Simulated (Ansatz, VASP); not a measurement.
One calculation of TiTe2, two programs

INCAR

```
  PREC = Accurate
  ENCUT = 520
  EDIFF = 1E-6
  ISMEAR = -1
  SIGMA = 0.05
  LREAL = F
  LASPH = T
  NELM = 100
  ALGO = Normal
  ISIF = 2
  LWAVE = F
  LCHARG = T
  GGA = PS
  LELF = T
  LVHAR = T
  NBANDS = 19
```

Contents of KPOINTS:

```
regular mesh
0
Gamma
  11 11 6
```

Contents of POSCAR:

```
TiTe2
1.0
    2.6681640959      0.0000000000      0.0000000000
   -1.3340820479      2.3106978885      0.0000000000
    0.0000000000      0.0000000000      5.2084511636
Ti Te
1 2
Direct
    0.0000000000      0.0000000000      0.0000000000
    0.6666666667      0.3333333333      0.3096916707
    0.3333333333      0.6666666667      0.6903083293
```

Input for Ansatz:

```yaml
crystal:
  lattice:
    - [2.6681640959, 0.0, 0.0]
    - [-1.3340820479, 2.3106978885, 0.0]
    - [0.0, 0.0, 5.2084511636]
  atoms:
    - { symbol: Ti, position: [0.0, 0.0, 0.0] }
    - { symbol: Te, position: [0.6666666667, 0.3333333333, 0.3096916707] }
    - { symbol: Te, position: [0.3333333333, 0.6666666667, 0.6903083293] }
kpoints:
  mp_grid: { grid: [11, 11, 6] }
  band_path:
    path:
      - [0.0, 0.0, 0.0]
      - [0.5, 0.0, 0.0]
      - [0.3333333333, 0.3333333333, 0.0]
      - [0.0, 0.0, 0.0]
      - [0.0, 0.0, 0.5]
      - [0.5, 0.0, 0.5]
      - [0.3333333333, 0.3333333333, 0.5]
      - [0.0, 0.0, 0.5]
      - [0.5, 0.0, 0.5]
    npoints: 6
scf:
  occupations: { method: fermi_dirac, width: 0.05 }
hamiltonian:
  xc: pbesol
  pseudopotentials: { kind: paw }
output:
  forces: true
  stress: true
  eigenvalues: true
  populations: true
  write_density: true
  write_potential: true
  elf: true
  volumetric_format: npy
```

Change from the starting cell: volume scaled by 0.4, PAW files.

Alike in both runs: task single point; functional PBEsol; k mesh 11 × 11 × 6; occupations fermi-dirac, width 0.05 eV; no spin polarisation.

|  | VASP | Ansatz |
| --- | --- | --- |
| version | VASP 6.6.1 | Ansatz 0.2.0 |
| potentials or method | VASP PAW PBE potentials, release 64 (Ti_sv, Te) | PAW with Ansatz's default frozen-core files, scalar-relativistic |
| plane-wave cutoff (eV) | 520 | 420 |
| valence electrons in the cell | 24 | 44 |

VASP gave:

* pressure (GPa): 321.4
* traceless stress, the component that is largest in VASP (GPa): -0.79
* rms of the force components (eV/Å): 0.258

**Question.** Estimate Ansatz's values.

**Answer.** Pressure (GPa): 318.5; traceless stress, the component that is largest in VASP (GPa): 0.07; rms of the force components (eV/Å): 0.000.

VASP's potentials were made for PBE, not for PBEsol. Atom by atom the forces differ by 0.258 eV/Å (rms over components). Both programs put the cell under a high pressure, so it lies far from rest at this level. One of these differences is far larger than is usual between the two programs; its cause wasn't traced. VASP's potentials hold 24 valence electrons a cell and Ansatz's 44, so a difference there can come from the potentials and not from the codes.

Spin-orbit coupling is off throughout. Noted on VASP's run: the cell as given lies far from equilibrium.
